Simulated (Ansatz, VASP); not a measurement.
## One calculation of BaS, two programs

```
CELL_PARAMETERS angstrom
-0.09581 3.14584 3.14584
3.14584 -0.09581 3.14584
3.14584 3.14584 -0.09581
ATOMIC_POSITIONS crystal
Ba 0.00000 0.00000 0.00000
S 0.50000 0.50000 0.50000
```

Change from the starting cell: equal xy, yz and zx shear strains of -3 %.

Alike in both runs: task single point; functional PBEsol; k mesh 8 × 8 × 8; occupations fermi-dirac, width 0.02 eV; no spin polarisation.

```csv
,VASP,Ansatz
version,VASP 6.6.1,Ansatz 0.2.0
potentials or method,"VASP PAW PBE potentials, release 64 (Ba_sv, S), cutoff 520 eV","all-electron LAPW, scalar-relativistic"
```

```csv
,VASP,Ansatz,Ansatz less VASP
gap on the k mesh at the Fermi level (eV),1.91,2.00,+0.099
pressure (GPa),-0.6,-1.2,-0.62
"traceless stress, the component that is largest in VASP (GPa)",0.52,0.52,+0.001
```

VASP's potentials were made for PBE, not for PBEsol. Ansatz ran all-electron here, and VASP with PAW potentials.

Neither program's run includes spin-orbit coupling.
